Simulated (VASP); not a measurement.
Here is a VASP 6.6.1 calculation.

Contents of INCAR:

```
SYSTEM = Al
ALGO = Fast ; DIPOL = 0.5 0.5 0.653
EDIFF = 1E-6 ; ENCUT = 520
GGA = PE ; IDIPOL = 3
ISIF = 2 ; ISMEAR = 0
LASPH = .True. ; LCHARG = .False.
LDIPOL = .True. ; LREAL = .False.
LWAVE = .False. ; NBANDS = 30
NELM = 80 ; PREC = Accurate
SIGMA = 0.1
```

The input KPOINTS:

```
k-points
0
Gamma
  7 6 1
  0 0 0
```

File POSCAR:

```
Al
1.0
    5.2931304608      0.0000000000      0.0000000000
    0.0000000000      5.6802178802      0.0000000000
    0.0000000000      0.0000000000     28.2970942347
Al
12
Direct
    0.8948717640      0.2080217110      0.5605663651
    0.3841425956      0.3424618990      0.5834045763
    0.8856441506      0.6881131788      0.5833083805
    0.3961612973      0.8222255397      0.5604650900
    0.6451796178      0.0915781959      0.6479434573
    0.0640957540      0.4274352437      0.6570053564
    0.5637965330      0.6070673127      0.6567791413
    0.1451465447      0.9431216689      0.6473550403
    0.2806651710      0.1492425348      0.7326279045
    0.7550084149      0.3843578347      0.7371199619
    0.2567455174      0.6470256921      0.7372305106
    0.7818382489      0.8815633439      0.7326014487
```

Potentials or basis: VASP PAW PBE potentials, release 64 (Al).

Launch:

```sh
$ cat potpaw_PBE.64/Al/POTCAR > POTCAR
$ mpirun -np 1 vasp_std > vasp.out
```

What does it give for the band gap on the k mesh?

Zero (bands 18 and 19 overlap by 1.11 eV).

Predict the largest force.

0.664 eV/Å.

Forces on the atoms (eV/Å):
```
Al  -0.014 -0.417  0.505
Al   0.028 -0.194 -0.624
Al   0.028  0.196 -0.633
Al  -0.006  0.416  0.504
Al   0.005  0.011  0.141
Al  -0.062 -0.031  0.051
Al  -0.060  0.024  0.052
Al   0.009 -0.007  0.152
Al  -0.075 -0.109 -0.039
Al   0.113 -0.150 -0.036
Al   0.107  0.148 -0.034
Al  -0.074  0.112 -0.037
```
